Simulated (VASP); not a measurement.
A run of VASP 6.6.1 is set up as follows.

The input INCAR:

```
ALGO = Fast
EDIFF = 1E-6
ENCUT = 520
GGA = PS
ISIF = 2
ISMEAR = 0
LASPH = True
LCHARG = False
LREAL = False
LWAVE = False
NBANDS = 25
NELM = 100
PREC = Accurate
SIGMA = 0.15
```

The input KPOINTS:

```
k-points
0
Gamma
  14 14 14
```

POSCAR

```
SiNi3
1.0
    3.4612457436      0.0000000000      0.0000000000
    0.0000000000      3.4612457436      0.0000000000
    0.0000000000      0.0000000000      3.4612457436
Si Ni
1 3
Direct
    0.0000000000     -0.0081717027     -0.0081717027
    0.0000000000      0.5000000000      0.5000000000
    0.5000000000      0.0000000000      0.5000000000
    0.5000000000      0.5000000000      0.0000000000
```

Potentials or basis: VASP PAW PBE potentials, release 64 (Si, Ni).

Run with:

```bash
$ cat potpaw_PBE.64/Si/POTCAR potpaw_PBE.64/Ni/POTCAR > POTCAR
$ mpirun -np 1 vasp_std > vasp.out
```

(1) Predict the largest force.

(2) What does it give for the pressure?

(3) What does it give for the band gap on the k mesh?

Results:

(1) 0.246 eV/Å.

(2) 0.2 GPa.

(3) zero (bands 17 and 18 overlap by 0.25 eV).

Caveat: the cell differs from its parent crystal (atom 1 (Si) moved +0.040 Å towards its neighbour atom 2 (Ni) at 2.447 Å); the PAW data sets were made with another functional, which shifts forces and pressure a little.
